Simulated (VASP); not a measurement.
# H16SO10 in VASP: notebook

H16SO10 is run at these levels: PBE+D3(BJ); tasks: single point.

Program: VASP 6.6.1. These are calculated values, not measurements. Logs are shortened: lines on timing, memory, paths and dates and some standing lists are left out, and cuts for length are marked.

### Step 1. The cell of the first run

The cell holds an amorphous packing of atoms, 27 atoms: a = 6.797 Å, b = 6.797 Å, c = 6.797 Å, α = 90.00°, β = 90.00°, γ = 90.00°.

### Step 2. Single point, PBE+D3(BJ)

Input file INCAR:

```
PREC = Accurate ; ENCUT = 520
EDIFF = 1E-6 ; ISMEAR = -1
SIGMA = 0.05 ; LREAL = Auto
LASPH = T ; NELM = 80
ALGO = Normal ; ISIF = 2
LWAVE = F ; LCHARG = F
GGA = PE ; IVDW = 12
NBANDS = 60
```

Input file KPOINTS:

```
Automatic mesh
0
Gamma
  1 1 1
```

Input file POSCAR:

```
H16SO10
1.0
    6.7968840000      0.0000000000      0.0000000000
    0.0000000000      6.7968840000      0.0000000000
    0.0000000000      0.0000000000      6.7968840000
O H S
10 16 1
Direct
    0.5829877338      0.5772792356      0.2916336368
    0.2470543855      0.8012936516      0.1020173362
    0.7992633095      0.4835156816      1.0006791347
    0.3635636565      0.9091813249      0.5169427638
    0.6841811630      0.8192871910      0.7963060720
    0.4988315234      0.1168476614      0.0554813058
   -0.0934840141      0.0528330335      0.1769045933
    0.1750213774      0.5795596924      0.7735603550
    0.8759307942      0.4629180077      0.5510907645
    0.5297427468      0.4705244344      0.6670703811
    0.6516662635      0.6905664419      0.3292538169
    0.6904928788      0.5583293756      0.1424770527
    0.3585613643      0.8582020820      0.0174491723
    0.2131123615      0.6844901281      0.0244965193
    0.7662481808      0.5441611185      0.8780346994
    0.9152870639      0.5445142215      1.0493043577
    0.4624472037      1.0192611791      0.5384526203
    0.4170881833      0.8735179238      0.3774670864
    0.7977037713      0.8406352087      0.7165636489
    0.5903440459      0.7452091282      0.7278923695
    0.5869601423      0.2283399275      0.0877166655
    0.5710116577      0.0112110196     -0.0018979285
   -0.0750638087      0.1694600055      0.1035768743
    0.0491548774      0.0333976569      0.1750066648
    0.0850536805      0.5492516865      0.6671880821
    0.3022561515      0.5463974374      0.7341599474
    0.6579044162      0.4000951024      0.5180314980
```

Potentials or basis: VASP PAW PBE potentials, release 64 (O, H, S).

The run is started by

```
> cat potpaw_PBE.64/O/POTCAR potpaw_PBE.64/H/POTCAR potpaw_PBE.64/S/POTCAR > POTCAR
> mpirun -np 1 vasp_gam > vasp.out
```

OUTCAR:

```text
PREC = Accurate
   ENCUT = 520
   EDIFF = 1E-6
   ISMEAR = -1
   LREAL = Auto
   LASPH = T
   NELM = 80
   ISIF = 2
   GGA = PE
   IVDW = 12
 IVDW          = 12

 ion  position               nearest neighbor table
   1  0.583  0.577  0.292-  11 0.94  12 1.26  27 2.02
   2  0.247  0.801  0.102-  14 0.98  13 1.03
   3  0.799  0.484  0.001-  16 0.95  15 0.96  12 1.32
   4  0.364  0.909  0.517-  17 1.02  18 1.04
   5  0.684  0.819  0.796-  20 0.94  19 0.95
   6  0.499  0.117  0.055-  22 0.95  21 0.99
   7  0.907  0.053  0.177-  23 0.94  24 0.98
   8  0.175  0.580  0.774-  26 0.93  25 0.97
   9  0.876  0.463  0.551-  27 1.56
  10  0.530  0.471  0.667-  27 1.42
  11  0.652  0.691  0.329-   1 0.94
  12  0.690  0.558  0.142-   1 1.26   3 1.32
  13  0.359  0.858  0.017-   2 1.03
  14  0.213  0.684  0.024-   2 0.98
  15  0.766  0.544  0.878-   3 0.96
  16  0.915  0.545  0.049-   3 0.95
  17  0.462  0.019  0.538-   4 1.02
  18  0.417  0.874  0.377-   4 1.04
  19  0.798  0.841  0.717-   5 0.95
  20  0.590  0.745  0.728-   5 0.94
  21  0.587  0.228  0.088-   6 0.99
  22  0.571  0.011  0.998-   6 0.95
  23  0.925  0.169  0.104-   7 0.94
  24  0.049  0.033  0.175-   7 0.98
  25  0.085  0.549  0.667-   8 0.97
  26  0.302  0.546  0.734-   8 0.93
  27  0.658  0.400  0.518-  10 1.42   9 1.56   1 2.02

  LATTYP: Found a simple cubic cell.
 ALAT       =     6.7968840000

  Lattice vectors:

 A1 = (   6.7968840000,   0.0000000000,   0.0000000000)
 A2 = (   0.0000000000,   6.7968840000,   0.0000000000)
 A3 = (   0.0000000000,   0.0000000000,   6.7968840000)

Analysis of symmetry for initial positions (statically):
=====================================================================
 Subroutine PRICEL returns:
 Original cell was already a primitive cell.

 Routine SETGRP: Setting up the symmetry group for a
 simple cubic supercell.

 Subroutine GETGRP returns: Found  1 space group operations
 (whereof  1 operations were pure point group operations)
 out of a pool of 48 trial point group operations.

The static configuration has the point symmetry C_1 .

Analysis of symmetry for dynamics (positions and initial velocities):
=====================================================================
 Subroutine PRICEL returns:
 Original cell was already a primitive cell.

 Routine SETGRP: Setting up the symmetry group for a
 simple cubic supercell.

 Subroutine GETGRP returns: Found  1 space group operations
 (whereof  1 operations were pure point group operations)
 out of a pool of 48 trial point group operations.

The dynamic configuration has the point symmetry C_1 .

 Subroutine INISYM returns: Found  1 space group operations
 (whereof  1 operations are pure point group operations),
 and found     1 'primitive' translations

----------------------------------------------------------------------------------------

                                     Primitive cell

  volume of cell :     313.9999

  direct lattice vectors                    reciprocal lattice vectors
     6.796884000  0.000000000  0.000000000     0.147126242  0.000000000  0.000000000
     0.000000000  6.796884000  0.000000000     0.000000000  0.147126242  0.000000000
     0.000000000  0.000000000  6.796884000     0.000000000  0.000000000  0.147126242

  length of vectors
     6.796884000  6.796884000  6.796884000     0.147126242  0.147126242  0.147126242

  position of ions in fractional coordinates (direct lattice)
     0.582987734  0.577279236  0.291633637
     0.247054386  0.801293652  0.102017336
     0.799263309  0.483515682  0.000679135
     0.363563656  0.909181325  0.516942764
     0.684181163  0.819287191  0.796306072
     0.498831523  0.116847661  0.055481306
[... 19 lines left out ...]
     0.302256152  0.546397437  0.734159947
     0.657904416  0.400095102  0.518031498

  ion indices of the primitive-cell ions
   primitive index   ion index
                 1           1
                 2           2
                 3           3
                 4           4
                 5           5
                 6           6
[... 19 lines left out ...]
                26          26
                27          27

----------------------------------------------------------------------------------------

 KPOINTS: Automatic mesh

Automatic generation of k-mesh.
 Grid dimensions read from file:
 generate k-points for:    1    1    1

 Generating k-lattice:

  Cartesian coordinates                     Fractional coordinates (reciprocal lattice)
     0.147126242  0.000000000  0.000000000     1.000000000  0.000000000  0.000000000
     0.000000000  0.147126242  0.000000000     0.000000000  1.000000000  0.000000000
     0.000000000  0.000000000  0.147126242     0.000000000  0.000000000  1.000000000

  Length of vectors
     0.147126242  0.147126242  0.147126242

  Shift w.r.t. Gamma in fractional coordinates (k-lattice)
     0.000000000  0.000000000  0.000000000

 Subroutine IBZKPT returns following result:
 ===========================================

 Found      1 irreducible k-points:

 Following reciprocal coordinates:
            Coordinates               Weight
  0.000000  0.000000  0.000000      1.000000
   k-points           NKPTS =      1   k-points in BZ     NKDIM =      1   number of bands    NBANDS=     60
   number of dos      NEDOS =    301   number of ions     NIONS =     27
   total plane-waves  NPLWV = 157464
   dimension x,y,z NGX =    54 NGY =   54 NGZ =   54
   dimension x,y,z NGXF=   108 NGYF=  108 NGZF=  108
   ions per type =              10  16   1
   NGX,Y,Z   is equivalent  to a cutoff of  13.21, 13.21, 13.21 a.u.
   NGXF,Y,Z  is equivalent  to a cutoff of  26.42, 26.42, 26.42 a.u.
 SYSTEM =  unknown system
   PREC   = accura    normal or accurate (medium, high low for compatibility)
   ISTART =      0    job   : 0-new  1-cont  2-samecut
   ICHARG =      2    charge: 1-file 2-atom 10-const
   ISPIN  =      1    spin polarized calculation?
   LNONCOLLINEAR =      F non collinear calculations
   LSORBIT =      F    spin-orbit coupling
   LASPH  =      T    aspherical Exc in radial PAW
   ENCUT  =  520.0 eV  38.22 Ry    6.18 a.u.  12.64 12.64 12.64*2*pi/ulx,y,z
   NELM   =     80;   NELMIN=  2; NELMDL= -5     # of ELM steps
   EDIFF  = 0.1E-05   stopping-criterion for ELM
   LREAL  =      T    real-space projection
   EDIFFG = 0.1E-04   stopping-criterion for IOM
   NSW    =      0    number of steps for IOM
   IBRION =     -1    ionic relax: 0-MD 1-quasi-New 2-CG
   NFREE  =      0    steps in history (QN), initial steepest desc. (CG)
   ISIF   =      2    stress and relaxation
   ISYM   =      2    0-nonsym 1-usesym 2-fastsym
   POTIM  = 0.5000    time-step for ionic-motion
   TEBEG  =    0.0;   TEEND  =   0.0 temperature during run
   PSTRESS=    0.0 pullay stress
   NELECT =      82.0000    total number of electrons
   NUPDOWN=      -1.0000    fix difference up-down
   EMIN   =  10.00;   EMAX   =-10.00  energy-range for DOS
   EFERMI =   0.00;   METHOD = LEGACY
   ISMEAR =    -1;   SIGMA  =   0.05  broadening in eV -4-tet -1-fermi 0-gaus
   EFERMI_NEDOS =   21; number of points for ismear=-14 and -15
   IALGO  =     38    algorithm
   IMIX   =      4    mixing-type and parameters
     AMIX     =   0.40;   BMIX     =  1.00
     AMIX_MAG =   1.60;   BMIX_MAG =  1.00
  volume/ion in A,a.u.               =      11.63        78.48
  Fermi-wavevector in a.u.,A,eV,Ry     =   1.046413  1.977433 14.898096  1.094979
  Thomas-Fermi vector in A             =   2.181250
   LORBIT       =      0    0 simple, 1 ext, 2 COOP (PROOUT), +10 PAW based schemes
   GGA     = PE    functional components
   LHFCALC =     F    Hartree Fock is set to
   AEXX    =    0.0000 exact exchange contribution
   IVDW    =    12    specifies the selected vdW correction
   LEPSILON=     F    determine dielectric tensor
   LRPA    =     F    only Hartree local field effects (RPA)
 non-spin polarized calculation
  energy-cutoff  :      520.00
  volume of cell :      314.00
 maximum number of plane-waves:      4193
 NGX is ok and might be reduce to    50
   NGX = 25   NGY = 25   NGZ = 25

 number of electron      81.9999997 magnetization

 Free energy of the ion-electron system (eV)
  ---------------------------------------------------
  ext. energy  EPLUGINS =         0.00000000
  ---------------------------------------------------
  free energy    TOTEN  =      -130.97695180 eV

  energy without entropy =     -130.97695180  energy(sigma->0) =     -130.97695180

 E-fermi :  -1.7069     XC(G=0):  -6.7054

 val. band max:       -3.0000732578   @ k =   0.0000   0.0000   0.0000
 cond. band min:       0.4794014076   @ k =   0.0000   0.0000   0.0000
 fundamental gap:      3.4794746654
 Fermi energy:        -1.7069341366

 k-point     1 :       0.0000    0.0000    0.0000
  band No.  band energies     occupation
      1     -25.2526      2.00000
      2     -24.5291      2.00000
      3     -22.9067      2.00000
      4     -22.7110      2.00000
      5     -21.7826      2.00000
      6     -21.6873      2.00000
[... 45 lines left out ...]
     52       5.9516      0.00000
     53       6.2501      0.00000
 [bands above 53 left out]

------------------------ aborting loop because EDIFF is reached ----------------------------------------

 Edisp (eV)   -1.07033

 E8    (eV) :    -0.2437

  FORCE on cell =-STRESS in cart. coord.  units (eV):
  Direction    XX          YY          ZZ          XY          YZ          ZX
  --------------------------------------------------------------------------------------
  -------------------------------------------------------------------------------------
  Total       1.96694     4.95241     2.65423    -3.53029     1.66608     2.10482
  in kB      10.03626    25.26955    13.54312   -18.01320     8.50114    10.73980
  external pressure =       16.28 kB  Pullay stress =        0.00 kB

 VOLUME and BASIS-vectors are now :
 -----------------------------------------------------------------------------
  energy-cutoff  :      520.00
  volume of cell :      314.00
      direct lattice vectors                 reciprocal lattice vectors
     6.796884000  0.000000000  0.000000000     0.147126242  0.000000000  0.000000000
     0.000000000  6.796884000  0.000000000     0.000000000  0.147126242  0.000000000
     0.000000000  0.000000000  6.796884000     0.000000000  0.000000000  0.147126242

 POSITION                                       TOTAL-FORCE (eV/Angst)
 -----------------------------------------------------------------------------------
      3.96250      3.92370      1.98220         0.391577     -1.505843     -2.151453
      1.67920      5.44630      0.69340         1.749032      0.626630     -0.983241
      5.43250      3.28640      0.00462        -1.033638     -0.850170      2.053745
      2.47110      6.17960      3.51360         2.771180      0.870805     -2.235455
      4.65030      5.56860      5.41240         0.856283      1.136734      2.216240
      3.39050      0.79420      0.37710        -0.800193      1.758665      0.816580
[... 19 lines left out ...]
      2.05440      3.71380      4.99000         1.893933     -0.637293     -0.817751
      4.47170      2.71940      3.52100         4.974847     -1.071912     -1.652499
 -----------------------------------------------------------------------------------
    total drift:                               -0.003851     -0.008935      0.000731

  FREE ENERGIE OF THE ION-ELECTRON SYSTEM (eV)
  ---------------------------------------------------
  free  energy   TOTEN  =      -132.0472795303 eV

  energy  without entropy=     -132.0472795302  energy(sigma->0) =     -132.04727953
```

Run time: 32 s. Hardware: 1 thread of Intel Xeon Platinum 8488C (Sapphire Rapids), shared host; peak memory 0.37 GiB.

Results:

```yaml
Free_energy: -132.0473 eV
Pressure: 1.6 GPa
Largest_force: 5.351 eV/Å
Band_gap_on_the_k_mesh: 3.48 eV
Dispersion_energy_per_atom: -0.040 eV
```

Forces on the atoms (eV/Å):
```
O    0.392 -1.506 -2.151
O    1.749  0.627 -0.983
O   -1.034 -0.850  2.054
O    2.771  0.871 -2.235
O    0.856  1.137  2.216
O   -0.800  1.759  0.817
O    0.782 -0.548  0.545
O   -2.134  0.684  1.496
O   -3.367 -0.740 -0.761
O   -1.439  0.916  1.808
H    0.880  2.433  1.159
H   -1.264 -1.176  0.600
H   -1.987 -0.579  1.299
H   -0.111  0.091 -0.292
H   -0.232  0.908 -1.221
H    1.681  0.509 -0.161
H   -1.320 -0.932  0.289
H   -1.717  0.234  1.834
H    0.703  0.143 -0.622
H   -1.472 -0.876 -1.488
H   -0.339 -1.206 -0.447
H    1.474 -0.314 -0.601
H   -1.066  1.842 -1.130
H    0.348 -1.572  0.667
H   -0.221 -0.145 -0.220
H    1.894 -0.637 -0.818
S    4.975 -1.072 -1.652
```

Caveat: the k points lie up to 0.92 Å⁻¹ apart.

### Step 3. Single point, PBE+D3(BJ)

Input file INCAR:

```
SYSTEM = H16SO10
  ALGO = Normal
  EDIFF = 1E-7
  ENCUT = 520
  GGA = PE
  ISIF = 2
  ISMEAR = -1
  IVDW = 12
  LASPH = .TRUE.
  LCHARG = .TRUE.
  LELF = .TRUE.
  LREAL = Auto
  LVHAR = .TRUE.
  LWAVE = .FALSE.
  NBANDS = 60
  NELM = 100
  PREC = Accurate
  SIGMA = 0.05
```

Input file KPOINTS:

```
k-points
0
G
  1 1 1
  0 0 0
```

Input file POSCAR:

```
H16SO10
1.0
    6.7968840000      0.0000000000      0.0000000000
    0.0000000000      6.7968840000      0.0000000000
    0.0000000000      0.0000000000      6.7968840000
O H S
10 16 1
Direct
    0.5424544541      0.6305536478      0.2686083800
    0.2105376523      0.8093561697      0.1340908569
    0.8390168201      0.4298293159      1.0380492002
    0.2802607783      0.9237321102      0.4941676215
    0.6936413804      0.8601000105      0.8146968523
    0.4879883194      0.0715769167      0.0403420155
   -0.0436376434      0.0799483999      0.1918084817
    0.1390784365      0.6176065385      0.7895824028
    0.8541855356      0.4525603203      0.5433372116
    0.5132940330      0.4613437569      0.6726170404
    0.4720839726      0.7495934902      0.3044483325
    0.6105444789      0.6273021579      0.1324871809
    0.3299894481      0.8942038734      0.1466995759
    0.2187914344      0.7655125496     -0.0121084897
    0.7672633519      0.4370237891      0.9145514327
    0.9507150630      0.5286687253      1.0218947388
    0.1731234489      1.0049605084      0.4408637841
    0.2445826646      0.8279087888      0.5949196720
    0.6585223464      0.8202729368      0.6831954172
    0.5659505150      0.8194196046      0.8500660008
    0.6019964443      0.0558049836      0.1343115463
    0.5741160214      0.0609838273     -0.0747254183
   -0.0793304697      0.1907785980      0.1246453522
    0.0532596996     -0.0046786145      0.1289855763
    0.0082979200      0.6721462364      0.7868899925
    0.1662379408      0.5206944829      0.6955834468
    0.6472083384      0.3862946609      0.5269767735
```

Potentials or basis: VASP PAW PBE potentials, release 64 (O, H, S).

The run is started by

```
> cat potpaw_PBE.64/O/POTCAR potpaw_PBE.64/H/POTCAR potpaw_PBE.64/S/POTCAR > POTCAR
> mpirun -np 1 vasp_gam > vasp.out
```

Wall time 38 s (1 thread of Intel Xeon Platinum 8488C (Sapphire Rapids), shared host); peak memory 0.37 GiB.

Results (log left out):

```
Free energy                : -132.4808 eV
Pressure                   : 1.1 GPa
Largest force              : 3.959 eV/Å
Band gap on the k mesh     : 2.37 eV
Dispersion energy per atom : -0.039 eV
```

Forces in eV/Å, atoms in the order of the input:
```
O    1.609 -1.144 -1.240
O    0.344 -0.431 -2.571
O    0.920  1.481 -0.124
O    1.179  0.481  0.082
O    1.095 -0.215 -1.092
O    1.654  0.334  1.362
O   -0.270 -2.614  2.961
O    0.703  2.037  1.911
O   -1.542 -0.511  0.032
O   -0.651  0.397  0.952
H   -0.252  0.154 -0.213
H   -0.950  0.285  2.361
H   -0.821 -0.114 -0.494
H   -0.021  0.269  2.144
H    0.002 -0.034 -0.134
H   -1.148 -1.408  0.303
H   -0.186 -0.664  0.400
H   -0.797  0.325 -0.204
H    1.211  0.141 -1.777
H   -1.837 -0.567  2.120
H   -0.991  0.353 -0.110
H   -0.397  0.152 -0.580
H   -0.495  3.113 -2.029
H    0.340 -0.397 -0.343
H   -0.579 -0.244 -0.899
H   -0.186 -1.381 -1.412
S    2.066  0.201 -1.406
```

Stress tensor (GPa, compression positive):
```
-0.37 -1.27 -0.97
-1.27  1.91  0.49
-0.97  0.49  1.87
```

Levels at points of the mesh, in eV from the valence-band top:
| k point | band 39 | band 40 | band 41 | band 42 | band 43 | band 44 |
| --- | --- | --- | --- | --- | --- | --- |
| (0.00, 0.00, 0.00) | -0.53 | -0.08 | 0.00 | 2.37 | 4.31 | 6.47 |

Caveat: the k points lie up to 0.92 Å⁻¹ apart.

[end of part 1 of 2]
